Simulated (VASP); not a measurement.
Runs of VASP 6.6.1 on SiC. The structure is that of space group Cm (No. 8), or close to it. The cells are those of the table. 

```tsv
cell	gap on the mesh (eV)	pressure (GPa)	largest force (eV/Å)
a = 3.075, b = 3.075, c = 10.106 Å, angles 87.8, 87.8, 60.0°, 8 atoms	2.59	-0.5	1.32
a = 3.075, b = 3.075, c = 10.337 Å, angles 79.3, 79.3, 60.0°, 8 atoms	0.65	-0.7	1.94
a = 3.075, b = 3.075, c = 10.184 Å, angles 83.5, 83.5, 60.0°, 8 atoms	0.86	-0.4	2.77
a = 3.075, b = 3.075, c = 10.858 Å, angles 71.4, 71.4, 60.0°, 8 atoms	(c)	-2.2	1.59
a = 3.075, b = 3.075, c = 10.564 Å, angles 75.2, 75.2, 60.0°, 8 atoms	0.78	(a)	(b)
```

Alike in all rows: task single point; level r2SCAN; potentials or basis VASP PAW PBE potentials, release 64 (Si, C); no spin polarisation; k mesh 8 × 8 × 3; cutoff (eV) 520; smearing gaussian 0.05 eV.

Q: Fill in the values left out.

A: (a) -2.4; (b) 0.78; (c) 0.58.

Caveats: the PAW data sets were made with another functional, which shifts forces and pressure a little.

A k mesh can miss the band edges.
